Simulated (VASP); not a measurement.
# Zr (P6_3/mmc) in VASP: a series of runs

Runs on Zr. Level: PBE+D3(BJ). Tasks: single point, relaxation of cell and atoms.

Program: VASP 6.6.1. These are calculated values, not measurements. Logs are shortened: lines on timing, memory, paths and dates and some standing lists are left out, and cuts for length are marked.

### Step 1. The cell of the first run

It takes space group P6_3/mmc (No. 194, hexagonal). Conventional cell: a = 3.239 Å, b = 3.239 Å, c = 5.172 Å, α = 90.00°, β = 90.00°, γ = 120.00°. Within 4.2 Å of Zr (site symmetry -6m2) lie 12 Zr at 3.19 to 3.24 Å.

### Step 2. Single point, PBE+D3(BJ)

Input file INCAR:

```
SYSTEM = Zr
  PREC = Accurate
  ENCUT = 520
  EDIFF = 1E-6
  ISMEAR = 0
  SIGMA = 0.1
  LREAL = .FALSE.
  LASPH = .TRUE.
  NELM = 60
  ALGO = Normal
  ISIF = 2
  LWAVE = .FALSE.
  LCHARG = .FALSE.
  GGA = PE
  IVDW = 12
  NBANDS = 19
```

Input file KPOINTS:

```
regular mesh
0
G
  6 6 4
  0 0 0
```

Input file POSCAR:

```
Zr
1.0
    3.2392314131      0.0000000000      0.0000000000
   -1.6196157065      2.8052566925      0.0000000000
    0.0000000000      0.0000000000      5.1722200000
Zr
2
Direct
    0.3333333300      0.6666666700      0.2500000000
    0.6666666700      0.3333333300      0.7500000000
```

Potentials or basis: VASP PAW PBE potentials, release 64 (Zr_sv).

On the command line:

```sh
$ cat potpaw_PBE.64/Zr_sv/POTCAR > POTCAR
$ mpirun -np 1 vasp_std > vasp.out
```

OUTCAR:

```text
SYSTEM = Zr
   PREC = Accurate
   ENCUT = 520
   EDIFF = 1E-6
   ISMEAR = 0
   LREAL = .FALSE.
   LASPH = .TRUE.
   NELM = 60
   ISIF = 2
   GGA = PE
   IVDW = 12
 IVDW          = 12

 ion  position               nearest neighbor table
   1  0.333  0.667  0.250-   2 3.19   2 3.19   2 3.19   2 3.19   2 3.19   2 3.19
   2  0.667  0.333  0.750-   1 3.19   1 3.19   1 3.19   1 3.19   1 3.19   1 3.19

  LATTYP: Found a hexagonal cell.
 ALAT       =     3.2392314131
 C/A-ratio  =     1.5967429740

  Lattice vectors:

 A1 = (   3.2392314131,   0.0000000000,   0.0000000000)
 A2 = (  -1.6196157065,   2.8052566925,   0.0000000000)
 A3 = (   0.0000000000,   0.0000000000,   5.1722200000)

Analysis of symmetry for initial positions (statically):
=====================================================================
 Subroutine PRICEL returns:
 Original cell was already a primitive cell.

 Routine SETGRP: Setting up the symmetry group for a
 hexagonal supercell.

 Subroutine GETGRP returns: Found 24 space group operations
 (whereof 12 operations were pure point group operations)
 out of a pool of 24 trial point group operations.

The static configuration has the point symmetry D_3d.
 The point group associated with its full space group is D_6h.

Analysis of symmetry for dynamics (positions and initial velocities):
=====================================================================
 Subroutine PRICEL returns:
 Original cell was already a primitive cell.

 Routine SETGRP: Setting up the symmetry group for a
 hexagonal supercell.

 Subroutine GETGRP returns: Found 24 space group operations
 (whereof 12 operations were pure point group operations)
 out of a pool of 24 trial point group operations.

The dynamic configuration has the point symmetry D_3d.
 The point group associated with its full space group is D_6h.

 Subroutine INISYM returns: Found 24 space group operations
 (whereof 12 operations are pure point group operations),
 and found     1 'primitive' translations

----------------------------------------------------------------------------------------

                                     Primitive cell

  volume of cell :      46.9993

  direct lattice vectors                    reciprocal lattice vectors
     3.239231413  0.000000000  0.000000000     0.308715208  0.178236809  0.000000000
    -1.619615707  2.805256692  0.000000000     0.000000000  0.356473617  0.000000000
     0.000000000  0.000000000  5.172220000     0.000000000  0.000000000  0.193340577

  length of vectors
     3.239231413  3.239231413  5.172220000     0.356473617  0.356473617  0.193340577

  position of ions in fractional coordinates (direct lattice)
     0.333333330  0.666666670  0.250000000
     0.666666670  0.333333330  0.750000000

  ion indices of the primitive-cell ions
   primitive index   ion index
                 1           1
                 2           2

----------------------------------------------------------------------------------------

 KPOINTS: regular mesh

Automatic generation of k-mesh.
 Grid dimensions read from file:
 generate k-points for:    6    6    4

 Generating k-lattice:

  Cartesian coordinates                     Fractional coordinates (reciprocal lattice)
     0.051452535  0.029706135  0.000000000     0.166666667  0.000000000  0.000000000
     0.000000000  0.059412270  0.000000000     0.000000000  0.166666667  0.000000000
     0.000000000  0.000000000  0.048335144     0.000000000  0.000000000  0.250000000

  Length of vectors
     0.059412270  0.059412270  0.048335144

  Shift w.r.t. Gamma in fractional coordinates (k-lattice)
     0.000000000  0.000000000  0.000000000

 Subroutine IBZKPT returns following result:
 ===========================================

 Found     21 irreducible k-points:

 Following reciprocal coordinates:
            Coordinates               Weight
  0.000000  0.000000  0.000000      1.000000
  0.166667  0.000000  0.000000      6.000000
  0.333333 -0.000000  0.000000      6.000000
  0.500000 -0.000000  0.000000      3.000000
  0.166667  0.166667  0.000000      6.000000
  0.333333  0.166667  0.000000     12.000000
[... 13 lines left out ...]
  0.333333  0.166667  0.500000     12.000000
  0.333333  0.333333  0.500000      2.000000
   k-points           NKPTS =     21   k-points in BZ     NKDIM =     21   number of bands    NBANDS=     19
   number of dos      NEDOS =    301   number of ions     NIONS =      2
   total plane-waves  NPLWV =  23040
   dimension x,y,z NGX =    24 NGY =   24 NGZ =   40
   dimension x,y,z NGXF=    48 NGYF=   48 NGZF=   80
   ions per type =               2
   NGX,Y,Z   is equivalent  to a cutoff of  12.32, 12.32, 12.86 a.u.
   NGXF,Y,Z  is equivalent  to a cutoff of  24.63, 24.63, 25.71 a.u.
 SYSTEM =  Zr
   PREC   = accura    normal or accurate (medium, high low for compatibility)
   ISTART =      0    job   : 0-new  1-cont  2-samecut
   ICHARG =      2    charge: 1-file 2-atom 10-const
   ISPIN  =      1    spin polarized calculation?
   LNONCOLLINEAR =      F non collinear calculations
   LSORBIT =      F    spin-orbit coupling
   LASPH  =      T    aspherical Exc in radial PAW
   ENCUT  =  520.0 eV  38.22 Ry    6.18 a.u.   6.02  6.02  9.62*2*pi/ulx,y,z
   NELM   =     60;   NELMIN=  2; NELMDL= -5     # of ELM steps
   EDIFF  = 0.1E-05   stopping-criterion for ELM
   LREAL  =      F    real-space projection
   EDIFFG = 0.1E-04   stopping-criterion for IOM
   NSW    =      0    number of steps for IOM
   IBRION =     -1    ionic relax: 0-MD 1-quasi-New 2-CG
   NFREE  =      0    steps in history (QN), initial steepest desc. (CG)
   ISIF   =      2    stress and relaxation
   ISYM   =      2    0-nonsym 1-usesym 2-fastsym
   POTIM  = 0.5000    time-step for ionic-motion
   TEBEG  =    0.0;   TEEND  =   0.0 temperature during run
   PSTRESS=    0.0 pullay stress
   NELECT =      24.0000    total number of electrons
   NUPDOWN=      -1.0000    fix difference up-down
   EMIN   =  10.00;   EMAX   =-10.00  energy-range for DOS
   EFERMI =   0.00;   METHOD = LEGACY
   ISMEAR =     0;   SIGMA  =   0.10  broadening in eV -4-tet -1-fermi 0-gaus
   EFERMI_NEDOS =   21; number of points for ismear=-14 and -15
   IALGO  =     38    algorithm
   IMIX   =      4    mixing-type and parameters
     AMIX     =   0.40;   BMIX     =  1.00
     AMIX_MAG =   1.60;   BMIX_MAG =  1.00
  volume/ion in A,a.u.               =      23.50       158.58
  Fermi-wavevector in a.u.,A,eV,Ry     =   1.308523  2.472750 23.296340  1.712233
  Thomas-Fermi vector in A             =   2.439184
   LORBIT       =      0    0 simple, 1 ext, 2 COOP (PROOUT), +10 PAW based schemes
   GGA     = PE    functional components
   LHFCALC =     F    Hartree Fock is set to
   AEXX    =    0.0000 exact exchange contribution
   IVDW    =    12    specifies the selected vdW correction
   LEPSILON=     F    determine dielectric tensor
   LRPA    =     F    only Hartree local field effects (RPA)
 non-spin polarized calculation
 Gauss-broadening in eV      SIGMA  =   0.10
  energy-cutoff  :      520.00
  volume of cell :       47.00
 maximum number of plane-waves:      1296
   NGX = 13   NGY = 13   NGZ = 19

 number of electron      24.0000001 magnetization

 Free energy of the ion-electron system (eV)
  ---------------------------------------------------
  ext. energy  EPLUGINS =         0.00000000
  ---------------------------------------------------
  free energy    TOTEN  =       -17.03734086 eV

  energy without entropy =      -17.02474174  energy(sigma->0) =      -17.03104130

 E-fermi :   8.9436     XC(G=0): -11.0390

 val. band max:        8.9219104135   @ k =   0.0000   0.0000   0.5000
 cond. band min:       8.9766732539   @ k =   0.3333   0.3333   0.2500
 fundamental gap:      0.0547628404
 Fermi energy:         8.9436449460

 k-point     1 :       0.0000    0.0000    0.0000
  band No.  band energies     occupation
      1     -39.9590      2.00000
      2     -39.8119      2.00000
      3     -18.4697      2.00000
      4     -17.6163      2.00000
      5     -17.6163      2.00000
      6     -17.4977      2.00000
[... 11 lines left out ...]
     18      11.0282      0.00000
     19      13.2839      0.00000

 k-point     2 :       0.1667    0.0000    0.0000
  band No.  band energies     occupation
      1     -39.9302      2.00000
      2     -39.8003      2.00000
      3     -18.3902      2.00000
      4     -17.7866      2.00000
      5     -17.6706      2.00000
      6     -17.6540      2.00000
[... 11 lines left out ...]
     18      11.0938      0.00000
     19      13.6525      0.00000

 k-point     3 :       0.3333   -0.0000    0.0000
  band No.  band energies     occupation
      1     -39.8670      2.00000
      2     -39.7821      2.00000
      3     -18.1960      2.00000
      4     -18.1257      2.00000
      5     -17.9763      2.00000
      6     -17.7713      2.00000
[... 11 lines left out ...]
     18      12.7622      0.00000
     19      14.0248      0.00000

 k-point     4 :       0.5000   -0.0000    0.0000
  band No.  band energies     occupation
      1     -39.8281      2.00000
      2     -39.7800      2.00000
      3     -18.2930      2.00000
      4     -18.1279      2.00000
      5     -18.0510      2.00000
      6     -17.8190      2.00000
[... 11 lines left out ...]
     18      14.1440      0.00000
     19      14.9802      0.00000

 k-point     5 :       0.1667    0.1667    0.0000
  band No.  band energies     occupation
      1     -39.8839      2.00000
      2     -39.7856      2.00000
      3     -18.2517      2.00000
      4     -17.9655      2.00000
      5     -17.9510      2.00000
      6     -17.7235      2.00000
[... 11 lines left out ...]
     18      12.6259      0.00000
     19      13.7465      0.00000
[... 268 lines left out ...]
      2     -39.8040      2.00000
      3     -18.3637      2.00000
      4     -18.3637      2.00000
      5     -17.7326      2.00000
      6     -17.7326      2.00000
[... 11 lines left out ...]
     18      14.0093      0.00000
     19      14.0523      0.00000

 k-point    19 :       0.1667    0.1667    0.5000
  band No.  band energies     occupation
      1     -39.8350      2.00000
      2     -39.8350      2.00000
      3     -18.1500      2.00000
      4     -18.1500      2.00000
      5     -17.7505      2.00000
      6     -17.7505      2.00000
[... 11 lines left out ...]
     18      12.9203      0.00000
     19      13.4802      0.00000

 k-point    20 :       0.3333    0.1667    0.5000
  band No.  band energies     occupation
      1     -39.8041      2.00000
      2     -39.8041      2.00000
      3     -18.2905      2.00000
      4     -18.2905      2.00000
      5     -17.8555      2.00000
      6     -17.8555      2.00000
[... 11 lines left out ...]
     18      13.5824      0.00000
     19      14.8776      0.00000

 k-point    21 :       0.3333    0.3333    0.5000
  band No.  band energies     occupation
      1     -39.7937      2.00000
      2     -39.7937      2.00000
      3     -18.2393      2.00000
      4     -18.2393      2.00000
      5     -18.0115      2.00000
      6     -18.0115      2.00000
[... 11 lines left out ...]
     18      13.2439      0.00000
     19      16.8428      0.00000

------------------------ aborting loop because EDIFF is reached ----------------------------------------

 Edisp (eV)   -1.04627

 E8    (eV) :    -0.5370

  FORCE on cell =-STRESS in cart. coord.  units (eV):
  Direction    XX          YY          ZZ          XY          YZ          ZX
  --------------------------------------------------------------------------------------
  -------------------------------------------------------------------------------------
  Total      -1.32887    -1.32887    -1.13885    -0.00000    -0.00000     0.00000
  in kB     -45.30034   -45.30034   -38.82266    -0.00000    -0.00000     0.00000
  external pressure =      -43.14 kB  Pullay stress =        0.00 kB

 VOLUME and BASIS-vectors are now :
 -----------------------------------------------------------------------------
  energy-cutoff  :      520.00
  volume of cell :       47.00
      direct lattice vectors                 reciprocal lattice vectors
     3.239231413  0.000000000  0.000000000     0.308715208  0.178236809  0.000000000
    -1.619615707  2.805256692  0.000000000     0.000000000  0.356473617  0.000000000
     0.000000000  0.000000000  5.172220000     0.000000000  0.000000000  0.193340577

 POSITION                                       TOTAL-FORCE (eV/Angst)
 -----------------------------------------------------------------------------------
     -0.00000      1.87017      1.29306        -0.000000      0.000000      0.000000
      1.61962      0.93509      3.87917         0.000000     -0.000000      0.000000
 -----------------------------------------------------------------------------------
    total drift:                               -0.000010      0.000006     -0.000000

  FREE ENERGIE OF THE ION-ELECTRON SYSTEM (eV)
  ---------------------------------------------------
  free  energy   TOTEN  =       -18.0836062919 eV

  energy  without entropy=      -18.0710071717  energy(sigma->0) =      -18.07730673
```

It took 15 s on 1 thread of Intel Xeon 8259CL, shared host; peak memory 0.17 GiB.

Results:

```yaml
Free_energy: -18.0836 eV
Pressure: -4.3 GPa
Band_gap_on_the_k_mesh: zero (bands 12 and 13 overlap by 0.91 eV)
Dispersion_energy_per_atom: -0.523 eV
```

Stress tensor (GPa, compression positive):
```
-4.53  0.00  0.00
 0.00 -4.53  0.00
 0.00  0.00 -3.88
```

Caveat: the k points lie up to 0.37 Å⁻¹ apart, too coarse for converged energies and pressures of a metal.

### Step 3. Single point, PBE+D3(BJ)

This run uses another cell than the first one, of 22.44 Å³/atom.

Input file INCAR:

```
ALGO = Normal
EDIFF = 1E-7
ENCUT = 520
GGA = PE
ISIF = 2
ISMEAR = 0
IVDW = 12
LASPH = T
LCHARG = F
LREAL = F
LWAVE = F
NBANDS = 19
NELM = 80
PREC = Accurate
SIGMA = 0.1
```

Input file KPOINTS:

```
k-points
0
Gamma
  15 15 8
```

Input file POSCAR:

```
Zr
1.0
    3.1832304468      0.0000000000      0.0000000000
   -1.5916152234      2.7567584331      0.0000000000
    0.0000000000      0.0000000000      5.1151084594
Zr
2
Direct
    0.3333333333      0.6666666667      0.2500000000
    0.6666666667      0.3333333333      0.7500000000
```

Potentials or basis: VASP PAW PBE potentials, release 64 (Zr_sv).

On the command line:

```sh
$ cat potpaw_PBE.64/Zr_sv/POTCAR > POTCAR
$ mpirun -np 1 vasp_std > vasp.out
```

It took 2 min on 1 thread of Intel Xeon 8259CL, shared host; peak memory 0.23 GiB.

Results (log left out):

| Item | Value |
| --- | --- |
| Free energy | -18.1194 eV |
| Pressure | 0.0 GPa |
| Band gap on the k mesh | zero (bands 12 and 13 overlap by 1.30 eV) |
| Dispersion energy per atom | -0.549 eV |

Levels at points of the mesh, in eV from the Fermi level:
| k point | band 10 | band 11 | band 12 | band 13 | band 14 | band 15 |
| --- | --- | --- | --- | --- | --- | --- |
| (0.00, 0.00, 0.00) | -3.15 | 0.86 | 0.86 | 0.93 | 1.22 | 1.57 |
| (0.00, 0.00, 0.50) | -4.01 | -0.02 | -0.02 | 0.78 | 0.78 | 0.78 |

### Step 4. Relaxation of cell and atoms, PBE+D3(BJ)

Input file INCAR:

```
SYSTEM = Zr
ALGO = Fast
EDIFF = 1E-6
EDIFFG = -0.005
ENCUT = 600
GGA = PE
IBRION = 2
ISIF = 3
ISMEAR = 0
IVDW = 12
LASPH = .True.
LCHARG = .False.
LREAL = .False.
LWAVE = .False.
NELM = 60
NSW = 100
PREC = Accurate
SIGMA = 0.1
```

Input file KPOINTS:

```
k-points
0
Gamma
  15 15 8
  0 0 0
```

Input file POSCAR:

```
Zr
1.0
    3.2392314131      0.0000000000      0.0000000000
   -1.6196157065      2.8052566925      0.0000000000
    0.0000000000      0.0000000000      5.1722200000
Zr
2
Direct
    0.3333333300      0.6666666700      0.2500000000
    0.6666666700      0.3333333300      0.7500000000
```

On the command line:

```sh
$ cat potpaw_PBE.64/Zr_sv/POTCAR > POTCAR
$ mpirun -np 1 vasp_std > vasp.out
```

Run time: 31 min. Hardware: 1 thread of Intel Xeon 8259CL, shared host; peak memory 0.28 GiB.

It converged, with:

| Quantity | Value |
| --- | --- |
| Free energy | -18.1202 eV |
| Relaxed volume | 22.45 Å³/atom |
| Relaxed cell | a = 3.184 Å, b = 3.184 Å, c = 5.115 Å, α = 90.00°, β = 90.00°, γ = 120.00° |
| Space group after relaxing (to 0.1 Å) | P6_3/mmc (No. 194) |
| Energy gained by relaxing | 14.0 meV/atom |
| Ionic steps | 12 |
| Pressure after relaxing | 0.0 GPa |
| Band gap on the k mesh | zero (bands 12 and 13 overlap by 1.30 eV) |
| Dispersion energy per atom | -0.549 eV |

Step by step:
| step | energy change (eV) | largest force (eV/Å) | pressure (GPa) | volume (Å³) |
| --- | --- | --- | --- | --- |
| 1 | 0.0000 | 0.0000 | -4.15 | 47.00 |
| 2 | -0.0001 | 0.0000 | 4.71 | 42.98 |
| 3 | -0.0278 | 0.0000 | 0.01 | 44.94 |
| 4 | -0.0278 | 0.0000 | -0.12 | 44.98 |
| 5 | -0.0280 | 0.0000 | -0.11 | 44.97 |
| 6 | -0.0281 | 0.0000 | -0.12 | 44.96 |
| 7 | -0.0280 | 0.0000 | -0.11 | 44.95 |
| 8 | -0.0281 | 0.0000 | -0.10 | 44.96 |
| 9 | -0.0281 | 0.0000 | 0.13 | 44.86 |
| 10 | -0.0281 | 0.0000 | -0.04 | 44.90 |
| 11 | -0.0281 | 0.0000 | 0.03 | 44.89 |
| 12 | -0.0281 | 0.0000 | 0.02 | 44.90 |

Final structure:
```
Zr
1.0
     3.18367    0.00000    0.00000
    -1.59183    2.75714    0.00000
     0.00000    0.00000    5.11483
Zr
2
Cartesian
  0.0000 1.8381 1.2787
  1.5918 0.9190 3.8361
```

Levels at points of the mesh, in eV from the Fermi level:
```tsv
k point	band 9	band 10	band 11	band 12	band 13	band 14	band 15	band 16
(0.00, 0.00, 0.00)	-5.74	-3.15	0.86	0.86	0.93	1.22	1.57	1.57
(0.00, 0.00, 0.50)	-4.01	-4.01	-0.02	-0.02	0.78	0.78	0.78	0.78
```

### Step 5. The runs side by side

| task | cell | k mesh | cutoff (eV) | gap on the mesh (eV) | pressure (GPa) |
| --- | --- | --- | --- | --- | --- |
| single point | a = 3.239, b = 3.239, c = 5.172 Å, angles 90.0, 90.0, 120.0°, 2 atoms | 6 × 6 × 4 | 520 | none | -4.3 |
| single point | a = 3.183, b = 3.183, c = 5.115 Å, angles 90.0, 90.0, 120.0°, 2 atoms | 15 × 15 × 8 | 520 | none | 0.0 |
| relaxation of cell and atoms | relaxed from a = 3.239, b = 3.239, c = 5.172 Å, angles 90.0, 90.0, 120.0°, 2 atoms | 15 × 15 × 8 | 600 | none | 0.0 |

Alike in all rows: level PBE+D3(BJ); potentials or basis VASP PAW PBE potentials, release 64 (Zr_sv); no spin polarisation; smearing gaussian 0.1 eV.

Caveats: some runs use coarse meshes.

Absolute energies hang on the potentials; compare differences alone.

The gap in the log of VASP goes by the Fermi energy; the results here count the filled bands.